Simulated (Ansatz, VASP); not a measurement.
# TlCrF4: VASP beside Ansatz

```xyz
6
Lattice="-3.2499 3.2499 3.5002 3.2499 -3.2499 3.5002 3.2499 3.2499 -3.5002" Properties=species:S:1:pos:R:3 pbc="T T T"
Cr    0.0000    0.0000    3.5002
Tl    0.0000    0.0000    0.0000
F     2.0803    0.0000    0.0000
F     4.4196    0.0000    0.0000
F     0.0000    2.0803    0.0000
F     0.0000    4.4196    0.0000
```

Alike in both runs: functional PBE; k mesh 3 × 3 × 3; occupations gaussian, width 0.15 eV; collinear spin.

Ansatz relaxed the structure, and its values are those at the end. VASP's run is a single point on that final structure, the one shown.

|  | VASP | Ansatz |
| --- | --- | --- |
| version | VASP 6.6.1 | Ansatz 0.2.0 |
| potentials or method | VASP PAW PBE potentials, release 64 (Cr_pv, Tl_d, F), cutoff 520 eV | scalar-relativistic, plane waves, PAW |
| valence electrons in the cell | 53 | 55 |

Ansatz gave:

- pressure (GPa): 0.2
- rms of the force components (eV/Å): 0.002
- net moment per atom (μB): 0.83
- size of the moment on the site where the two differ most (μB): 4.63

Question: Estimate VASP's values.

Answer: Pressure (GPa): 0.2; rms of the force components (eV/Å): 0.041; net moment per atom (μB): 0.83; size of the moment on the site where the two differ most (μB): 4.35.

Site moments also hang on the region over which each program counts them. The functional is the same, so the differences come from potentials, cutoffs and numerics. VASP's potentials hold 53 valence electrons a cell and Ansatz's 55, so a difference there can come from the potentials and not from the codes.

The k mesh is coarse, so the values compare programs but aren't converged. Spin-orbit coupling is off throughout.
